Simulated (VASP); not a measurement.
A run of VASP 6.6.1 is set up as follows.

File INCAR:

```
  ALGO = Fast
  EDIFF = 1E-7
  ENCUT = 520
  GGA = PE
  ISIF = 2
  ISMEAR = 0
  ISPIN = 2
  LASPH = True
  LCHARG = False
  LMAXMIX = 4
  LORBIT = 11
  LREAL = Auto
  LWAVE = False
  MAGMOM = 1 1 0 0 0 0 0 0 0 0 0 0 0 0 0 0
  NBANDS = 89
  NELM = 150
  PREC = Accurate
  SIGMA = 0.1
```

File KPOINTS:

```
k-points
0
Gamma
  4 4 2
```

The input POSCAR:

```
TaBi2O5
1.0
    2.0102911421     -6.2338163694      0.0000000000
    2.0102911421      6.2338163694      0.0000000000
    0.0000000000      0.0000000000     10.6840349173
Ta Bi O
2 4 10
Direct
    0.1562238535      0.8437761465      0.2500000000
    0.8437761465      0.1562238535      0.7500000000
    0.8629846182      0.1370153818      0.0915931733
    0.8629846182      0.1370153818      0.4084068267
    0.1370153818      0.8629846182      0.9084068267
    0.1370153818      0.8629846182      0.5915931733
    0.0535440967      0.9464559033      0.1170383630
    0.0535440967      0.9464559033      0.3829616370
    0.2757235941      0.7242764059      0.3924778936
    0.2757235941      0.7242764059      0.1075221064
    0.9464559033      0.0535440967      0.8829616370
    0.9464559033      0.0535440967      0.6170383630
    0.7242764059      0.2757235941      0.8924778936
    0.7242764059      0.2757235941      0.6075221064
    0.3179446497      0.6820553503      0.7500000000
    0.6820553503      0.3179446497      0.2500000000
```

Potentials or basis: VASP PAW PBE potentials, release 64 (Ta_pv, Bi_d, O).

The run is started by

```bash
$ cat potpaw_PBE.64/Ta_pv/POTCAR potpaw_PBE.64/Bi_d/POTCAR potpaw_PBE.64/O/POTCAR > POTCAR
$ mpirun -np 1 vasp_std > vasp.out
```

Question: Predict the pressure.

Answer: 0.3 GPa.

Question: Predict the band gap on the k mesh.

Answer: Zero (filled and empty bands overlap).

Question: Predict the largest force.

Answer: 0.124 eV/Å.

Question: What does it give for the net moment?

Answer: 0.00 μB per cell.

Stress tensor (GPa, compression positive):
```
0.13 0.00 0.00
0.00 0.54 0.00
0.00 0.00 0.35
```

Caveat: the k points lie up to 0.41 Å⁻¹ apart; spin-orbit coupling is left out, which moves the levels of the heavy elements.
